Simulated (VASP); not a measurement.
# Cr (Im-3m) in VASP: a series of runs

Cr is run at these levels: PBE; tasks: single point, relaxation of cell and atoms.

Program: VASP 6.6.1. These are calculated values, not measurements. Logs are shortened: lines on timing, memory, paths and dates and some standing lists are left out, and cuts for length are marked.

### Step 1. The cell of the first run

The structure is cubic, space group Im-3m (No. 229). Conventional cell: a = 2.849 Å, b = 2.849 Å, c = 2.849 Å, α = 90.00°, β = 90.00°, γ = 90.00°. Within 3.3 Å of Cr (site symmetry m-3m) lie 14 Cr at 2.47 to 2.85 Å.

### Step 2. Single point, PBE, collinear spin, ferromagnetic start

The input, INCAR:

```
SYSTEM = Cr
PREC = Accurate ; ENCUT = 520
EDIFF = 1E-7 ; ISMEAR = -1
SIGMA = 0.1 ; LREAL = .FALSE.
LASPH = .TRUE. ; NELM = 150
ALGO = Normal ; ISIF = 2
LWAVE = .FALSE. ; LCHARG = .TRUE.
ISPIN = 2 ; MAGMOM = 2
LORBIT = 11 ; LMAXMIX = 4
GGA = PE ; LELF = .TRUE.
LVHAR = .TRUE. ; NBANDS = 16
```

The input, KPOINTS:

```
Automatic mesh
0
G
  21 21 21
  0 0 0
```

The input, POSCAR:

```
Cr
1.0
   -1.4243130371      1.4243130371      1.4243130371
    1.4243130371     -1.4243130371      1.4243130371
    1.4243130371      1.4243130371     -1.4243130371
Cr
1
Direct
    0.0000000000      0.0000000000      0.0000000000
```

Potentials or basis: VASP PAW PBE potentials, release 64 (Cr_pv).

On the command line:

```sh
> cat potpaw_PBE.64/Cr_pv/POTCAR > POTCAR
> mpirun -np 1 vasp_std > vasp.out
```

OUTCAR:

```text
SYSTEM = Cr
   PREC = Accurate
   ENCUT = 520
   EDIFF = 1E-7
   ISMEAR = -1
   LREAL = .FALSE.
   LASPH = .TRUE.
   NELM = 150
   ISIF = 2
   ISPIN = 2
   LORBIT = 11
   GGA = PE

 ion  position               nearest neighbor table
   1  0.000  0.000  0.000-

  LATTYP: Found a body centered cubic cell.
 ALAT       =     2.8486260742

  Lattice vectors:

 A1 = (  -1.4243130371,   1.4243130371,   1.4243130371)
 A2 = (   1.4243130371,  -1.4243130371,   1.4243130371)
 A3 = (   1.4243130371,   1.4243130371,  -1.4243130371)

Analysis of symmetry for initial positions (statically):
=====================================================================
 Subroutine PRICEL returns:
 Original cell was already a primitive cell.

 Routine SETGRP: Setting up the symmetry group for a
 body centered cubic supercell.

 Subroutine GETGRP returns: Found 48 space group operations
 (whereof 48 operations were pure point group operations)
 out of a pool of 48 trial point group operations.

The static configuration has the point symmetry O_h .

Analysis of symmetry for dynamics (positions and initial velocities):
=====================================================================
 Subroutine PRICEL returns:
 Original cell was already a primitive cell.

 Routine SETGRP: Setting up the symmetry group for a
 body centered cubic supercell.

 Subroutine GETGRP returns: Found 48 space group operations
 (whereof 48 operations were pure point group operations)
 out of a pool of 48 trial point group operations.

The dynamic configuration has the point symmetry O_h .

Analysis of structural, dynamic, and magnetic symmetry:
=====================================================================
 Subroutine PRICEL returns:
 Original cell was already a primitive cell.

 Routine SETGRP: Setting up the symmetry group for a
 body centered cubic supercell.

 Subroutine GETGRP returns: Found 48 space group operations
 (whereof 48 operations were pure point group operations)
 out of a pool of 48 trial point group operations.

The overall configuration has the point symmetry O_h .

 Subroutine INISYM returns: Found 48 space group operations
 (whereof 48 operations are pure point group operations),
 and found     1 'primitive' translations

----------------------------------------------------------------------------------------

                                     Primitive cell

  volume of cell :      11.5578

  direct lattice vectors                    reciprocal lattice vectors
    -1.424313037  1.424313037  1.424313037     0.000000000  0.351046425  0.351046425
     1.424313037 -1.424313037  1.424313037     0.351046425  0.000000000  0.351046425
     1.424313037  1.424313037 -1.424313037     0.351046425  0.351046425  0.000000000

  length of vectors
     2.466982546  2.466982546  2.466982546     0.496454616  0.496454616  0.496454616

  position of ions in fractional coordinates (direct lattice)
     0.000000000  0.000000000  0.000000000

  ion indices of the primitive-cell ions
   primitive index   ion index
                 1           1

----------------------------------------------------------------------------------------

 KPOINTS: Automatic mesh

Automatic generation of k-mesh.
 Grid dimensions read from file:
 generate k-points for:   21   21   21

 Generating k-lattice:

  Cartesian coordinates                     Fractional coordinates (reciprocal lattice)
     0.000000000  0.016716496  0.016716496     0.047619048  0.000000000  0.000000000
     0.016716496  0.000000000  0.016716496     0.000000000  0.047619048  0.000000000
     0.016716496  0.016716496  0.000000000     0.000000000  0.000000000  0.047619048

  Length of vectors
     0.023640696  0.023640696  0.023640696

  Shift w.r.t. Gamma in fractional coordinates (k-lattice)
     0.000000000  0.000000000  0.000000000

 Subroutine IBZKPT returns following result:
 ===========================================

 Found    286 irreducible k-points:

 Following reciprocal coordinates:
            Coordinates               Weight
  0.000000  0.000000  0.000000      1.000000
  0.047619  0.000000  0.000000     12.000000
  0.095238  0.000000  0.000000     12.000000
  0.142857  0.000000  0.000000     12.000000
  0.190476  0.000000  0.000000     12.000000
  0.238095  0.000000  0.000000     12.000000
[... 16 lines left out ...]
  0.142857  0.095238 -0.000000     48.000000
  0.190476  0.095238  0.000000     48.000000
 [... further k-points ...]
   k-points           NKPTS =    286   k-points in BZ     NKDIM =    286   number of bands    NBANDS=     16
   number of dos      NEDOS =    301   number of ions     NIONS =      1
   total plane-waves  NPLWV =   5832
   dimension x,y,z NGX =    18 NGY =   18 NGZ =   18
   dimension x,y,z NGXF=    36 NGYF=   36 NGZF=   36
   ions per type =               1
   NGX,Y,Z   is equivalent  to a cutoff of  12.13, 12.13, 12.13 a.u.
   NGXF,Y,Z  is equivalent  to a cutoff of  24.26, 24.26, 24.26 a.u.
 SYSTEM =  Cr
   PREC   = accura    normal or accurate (medium, high low for compatibility)
   ISTART =      0    job   : 0-new  1-cont  2-samecut
   ICHARG =      2    charge: 1-file 2-atom 10-const
   ISPIN  =      2    spin polarized calculation?
   LNONCOLLINEAR =      F non collinear calculations
   LSORBIT =      F    spin-orbit coupling
   LASPH  =      T    aspherical Exc in radial PAW
   ENCUT  =  520.0 eV  38.22 Ry    6.18 a.u.   4.59  4.59  4.59*2*pi/ulx,y,z
   NELM   =    150;   NELMIN=  2; NELMDL= -5     # of ELM steps
   EDIFF  = 0.1E-06   stopping-criterion for ELM
   LREAL  =      F    real-space projection
   EDIFFG = 0.1E-05   stopping-criterion for IOM
   NSW    =      0    number of steps for IOM
   IBRION =     -1    ionic relax: 0-MD 1-quasi-New 2-CG
   NFREE  =      0    steps in history (QN), initial steepest desc. (CG)
   ISIF   =      2    stress and relaxation
   ISYM   =      2    0-nonsym 1-usesym 2-fastsym
   POTIM  = 0.5000    time-step for ionic-motion
   TEBEG  =    0.0;   TEEND  =   0.0 temperature during run
   PSTRESS=    0.0 pullay stress
   NELECT =      12.0000    total number of electrons
   NUPDOWN=      -1.0000    fix difference up-down
   EMIN   =  10.00;   EMAX   =-10.00  energy-range for DOS
   EFERMI =   0.00;   METHOD = LEGACY
   ISMEAR =    -1;   SIGMA  =   0.10  broadening in eV -4-tet -1-fermi 0-gaus
   EFERMI_NEDOS =   21; number of points for ismear=-14 and -15
   IALGO  =     38    algorithm
   IMIX   =      4    mixing-type and parameters
     AMIX     =   0.40;   BMIX     =  1.00
     AMIX_MAG =   1.60;   BMIX_MAG =  1.00
  volume/ion in A,a.u.               =      11.56        78.00
  Fermi-wavevector in a.u.,A,eV,Ry     =   1.657715  3.132627 37.389057  2.748018
  Thomas-Fermi vector in A             =   2.745420
   LORBIT       =     11    0 simple, 1 ext, 2 COOP (PROOUT), +10 PAW based schemes
   GGA     = PE    functional components
   LHFCALC =     F    Hartree Fock is set to
   AEXX    =    0.0000 exact exchange contribution
   IVDW    =     0    specifies the selected vdW correction
   LEPSILON=     F    determine dielectric tensor
   LRPA    =     F    only Hartree local field effects (RPA)
 spin polarized calculation
  energy-cutoff  :      520.00
  volume of cell :       11.56
 maximum number of plane-waves:       325
   NGX =  9   NGY =  9   NGZ =  9

 number of electron      11.9999993 magnetization       0.0004744

 number of electron      11.9999993 magnetization      -0.0000012

 Free energy of the ion-electron system (eV)
  ---------------------------------------------------
  ext. energy  EPLUGINS =         0.00000000
  ---------------------------------------------------
  free energy    TOTEN  =        -9.52745115 eV

  energy without entropy =       -9.50252894  energy(sigma->0) =       -9.51499005

 E-fermi :  10.9658     XC(G=0): -13.6702

 val. band max:       10.9634266214   @ k =  -0.4286   0.4286   0.0476
 cond. band min:      10.9849337074   @ k =  -0.1905   0.2381   0.0952
 fundamental gap:      0.0215070860
 Fermi energy:        10.9658288542

 spin component 1

 k-point     1 :       0.0000    0.0000    0.0000
  band No.  band energies     occupation
      1     -31.7619      1.00000
      2     -31.7619      1.00000
      3     -31.7619      1.00000
      4       3.1092      1.00000
      5      10.0546      0.99989
      6      10.0546      0.99989
[... 8 lines left out ...]
     15      40.7499      0.00000
     16      45.3072      0.00000

 k-point     2 :       0.0476    0.0000    0.0000
  band No.  band energies     occupation
      1     -31.7831      1.00000
      2     -31.7684      1.00000
      3     -31.7620      1.00000
      4       3.2092      1.00000
      5      10.0157      0.99993
      6      10.0486      0.99990
[... 8 lines left out ...]
     15      40.9796      0.00000
     16      44.0007      0.00000
[... 387 lines left out ...]
      5       9.5219      1.00000
      6       9.6518      1.00000
[... 8 lines left out ...]
     15      39.4697      0.00000
     16      42.2499      0.00000

 k-point    24 :       0.1905    0.0952    0.0000
  band No.  band energies     occupation
      1     -32.2228      1.00000
      2     -31.8971      1.00000
      3     -31.7915      1.00000
      4       5.4943      1.00000
      5       9.2947      1.00000
      6       9.5288      1.00000
[... 8 lines left out ...]
     15      39.9864      0.00000
     16      41.8294      0.00000

 [... further k-points ...]

 spin component 2

 k-point     1 :       0.0000    0.0000    0.0000
  band No.  band energies     occupation
      1     -31.7619      1.00000
      2     -31.7619      1.00000
      3     -31.7619      1.00000
      4       3.1092      1.00000
      5      10.0546      0.99989
      6      10.0546      0.99989
[... 8 lines left out ...]
     15      40.7499      0.00000
     16      45.3072      0.00000

 k-point     2 :       0.0476    0.0000    0.0000
  band No.  band energies     occupation
      1     -31.7831      1.00000
      2     -31.7684      1.00000
      3     -31.7620      1.00000
      4       3.2092      1.00000
      5      10.0157      0.99993
      6      10.0486      0.99990
[... 8 lines left out ...]
     15      40.9796      0.00000
     16      44.0008      0.00000
[... 387 lines left out ...]
      5       9.5219      1.00000
      6       9.6518      1.00000
[... 8 lines left out ...]
     15      39.4697      0.00000
     16      42.2499      0.00000

 k-point    24 :       0.1905    0.0952    0.0000
  band No.  band energies     occupation
      1     -32.2228      1.00000
      2     -31.8971      1.00000
      3     -31.7915      1.00000
      4       5.4943      1.00000
      5       9.2947      1.00000
      6       9.5288      1.00000
[... 8 lines left out ...]
     15      39.9864      0.00000
     16      41.8294      0.00000

 [... further k-points ...]
[... 5 lines left out ...]
  --------------------------------------------------------------------------------------
  -------------------------------------------------------------------------------------
  Total       -0.0360192     -0.0360192     -0.0360192      0.0000000      0.0000000     -0.0000000
  in kB       -4.9930763     -4.9930763     -4.9930763      0.0000000      0.0000000     -0.0000000
  external PRESSURE =      -4.9930763 kB  Pullay stress =       0.0000000 kB

 VOLUME and BASIS-vectors are now :
 -----------------------------------------------------------------------------
  energy-cutoff  :      520.00
  volume of cell :       11.56
      direct lattice vectors                 reciprocal lattice vectors
    -1.424313037  1.424313037  1.424313037     0.000000000  0.351046425  0.351046425
     1.424313037 -1.424313037  1.424313037     0.351046425  0.000000000  0.351046425
     1.424313037  1.424313037 -1.424313037     0.351046425  0.351046425  0.000000000

 POSITION                                       TOTAL-FORCE (eV/Angst)
 -----------------------------------------------------------------------------------
      0.00000      0.00000      0.00000         0.000000      0.000000      0.000000
 -----------------------------------------------------------------------------------
    total drift:                                0.000000      0.000000      0.000000

  FREE ENERGIE OF THE ION-ELECTRON SYSTEM (eV)
  ---------------------------------------------------
  free  energy   TOTEN  =        -9.5274511523 eV

  energy  without entropy=       -9.5025289379  energy(sigma->0) =       -9.51499005

 total charge

# of ion       s       p       d       tot
------------------------------------------
    1        0.440   6.405   4.211  11.057

 magnetization (x)

# of ion       s       p       d       tot
------------------------------------------
    1       -0.000   0.000  -0.000  -0.000
```

Wall time 37 s (1 thread of Intel Xeon 6975P-C (Granite Rapids), shared host); peak memory 0.19 GiB.

What came out:

```
Free energy                                           : -9.5275 eV
Pressure                                              : -0.5 GPa
Band gap on the k mesh                                : zero (filled and empty bands overlap)
Net moment                                            : 0.00 μB per cell
Valence electrons inside the program's atomic spheres : Cr 11.06
```

Levels at points of the mesh, in eV from the Fermi level:
Spin up:
```
           k point  band 4  band 5  band 6  band 7  band 8  band 9
(0.00, 0.00, 0.00)   -7.86   -0.91   -0.91   -0.91    1.14    1.14
```
Spin down:
| k point | band 2 | band 3 | band 4 | band 5 | band 6 | band 7 | band 8 | band 9 | band 10 | band 11 |
| --- | --- | --- | --- | --- | --- | --- | --- | --- | --- | --- |
| (0.00, 0.00, 0.00) | -42.73 | -42.73 | -7.86 | -0.91 | -0.91 | -0.91 | 1.14 | 1.14 | 7.11 | 22.30 |

### Step 3. Single point, PBE, collinear spin, ferromagnetic start

This run uses another cell than the first one: it holds 2 atoms, not 1.

The input, INCAR:

```
SYSTEM = Cr
PREC = Accurate
ENCUT = 520
EDIFF = 1E-6
ISMEAR = -1
SIGMA = 0.1
LREAL = .FALSE.
LASPH = .TRUE.
NELM = 150
ALGO = Normal
ISIF = 2
LWAVE = .FALSE.
LCHARG = .TRUE.
ISPIN = 2
MAGMOM = 2 2
LORBIT = 11
LMAXMIX = 4
GGA = PE
LELF = .TRUE.
LVHAR = .TRUE.
NBANDS = 23
```

The input, KPOINTS:

```
Automatic mesh
0
G
  14 14 14
  0 0 0
```

The input, POSCAR:

```
Cr
1.0
    2.8486260742      0.0000000000      0.0000000000
    0.0000000000      2.8486260742      0.0000000000
    0.0000000000      0.0000000000      2.8486260742
Cr
2
Direct
    0.0000000000      0.0000000000      0.0000000000
    0.5000000000      0.5000000000      0.5000000000
```

Potentials or basis: VASP PAW PBE potentials, release 64 (Cr_pv).

On the command line:

```sh
> cat potpaw_PBE.64/Cr_pv/POTCAR > POTCAR
> mpirun -np 1 vasp_std > vasp.out
```

Wall time 36 s (1 thread of Intel Xeon 6975P-C (Granite Rapids), shared host); peak memory 0.2 GiB.

Results (log left out):

```
Free energy                                           : -19.0561 eV
Pressure                                              : -0.5 GPa
Band gap on the k mesh                                : zero (filled and empty bands overlap)
Net moment                                            : 0.00 μB per cell
Valence electrons inside the program's atomic spheres : Cr 11.06
```

Levels at points of the mesh, in eV from the Fermi level:
Spin up:
| k point | band 8 | band 9 | band 10 | band 11 | band 12 | band 13 | band 14 | band 15 | band 16 | band 17 |
| --- | --- | --- | --- | --- | --- | --- | --- | --- | --- | --- |
| (0.00, 0.00, 0.00) | -4.31 | -4.31 | -0.91 | -0.91 | -0.91 | 1.14 | 1.14 | 2.44 | 2.44 | 2.44 |
| (0.50, 0.00, 0.00) | -3.96 | -1.80 | -1.80 | -0.41 | -0.41 | -0.41 | -0.41 | 0.68 | 0.68 | 2.54 |
| (0.50, 0.50, 0.00) | -4.43 | -2.45 | -2.45 | 1.11 | 1.11 | 1.14 | 1.14 | 1.48 | 1.48 | 2.83 |
| (0.50, 0.50, 0.50) | -2.33 | -2.33 | -2.33 | -2.33 | -2.33 | 1.54 | 1.54 | 1.54 | 1.54 | 7.10 |
Spin down:
```csv
k point,band 8,band 9,band 10,band 11,band 12,band 13,band 14,band 15,band 16,band 17
"(0.00, 0.00, 0.00)",-4.31,-4.31,-0.91,-0.91,-0.91,1.14,1.14,2.44,2.44,2.44
"(0.50, 0.00, 0.00)",-3.96,-1.80,-1.80,-0.41,-0.41,-0.41,-0.41,0.68,0.68,2.54
"(0.50, 0.50, 0.00)",-4.43,-2.45,-2.45,1.11,1.11,1.14,1.14,1.48,1.48,2.83
"(0.50, 0.50, 0.50)",-2.33,-2.33,-2.33,-2.33,-2.33,1.54,1.54,1.54,1.54,7.10
```

Caveat: an empty level that is flat over the whole mesh can mark a ghost state of the potentials, or a narrow d or f band.

### Step 4. Single point, PBE, collinear spin, ferromagnetic start

This run uses another cell than the first one: it holds 2 atoms, not 1.

The input, INCAR:

```
ALGO = Normal
EDIFF = 1E-6
ENCUT = 520
GGA = PE
ISIF = 2
ISMEAR = -1
ISPIN = 2
LASPH = True
LCHARG = False
LMAXMIX = 4
LORBIT = 11
LREAL = False
LWAVE = False
MAGMOM = 2 2
NBANDS = 23
NELM = 150
PREC = Accurate
SIGMA = 0.1
```

The input, KPOINTS:

```
k-points
0
Gamma
  14 14 14
```

POSCAR is that of step 3.

On the command line:

```sh
> cat potpaw_PBE.64/Cr_pv/POTCAR > POTCAR
> mpirun -np 1 vasp_std > vasp.out
```

Run time: 34 s. Hardware: 1 thread of Intel Xeon 6975P-C (Granite Rapids), shared host; peak memory 0.21 GiB.

It converged, with:

```
Free energy                                           : -19.0561 eV
Pressure                                              : -0.5 GPa
Band gap on the k mesh                                : zero (filled and empty bands overlap)
Net moment                                            : 0.00 μB per cell
Valence electrons inside the program's atomic spheres : Cr 11.06
```

Levels at points of the mesh, in eV from the Fermi level:
Spin up:
```
           k point  band 8  band 9  band 10  band 11  band 12  band 13  band 14  band 15  band 16  band 17
(0.00, 0.00, 0.00)   -4.31   -4.31    -0.91    -0.91    -0.91     1.14     1.14     2.44     2.44     2.44
(0.50, 0.00, 0.00)   -3.96   -1.80    -1.80    -0.41    -0.41    -0.41    -0.41     0.68     0.68     2.54
(0.50, 0.50, 0.00)   -4.43   -2.45    -2.45     1.11     1.11     1.14     1.14     1.48     1.48     2.83
(0.50, 0.50, 0.50)   -2.33   -2.33    -2.33    -2.33    -2.33     1.54     1.54     1.54     1.54     7.10
```
Spin down:
```
           k point  band 10  band 11  band 12  band 13  band 14  band 15
(0.00, 0.00, 0.00)    -0.91    -0.91    -0.91     1.14     1.14     2.44
(0.50, 0.00, 0.00)    -1.80    -0.41    -0.41    -0.41    -0.41     0.68
(0.50, 0.50, 0.00)    -2.45     1.11     1.11     1.14     1.14     1.48
(0.50, 0.50, 0.50)    -2.33    -2.33    -2.33     1.54     1.54     1.54
```

Caveat: an empty level that is flat over the whole mesh can mark a ghost state of the potentials, or a narrow d or f band.

(Continued in part 2 of 2.)
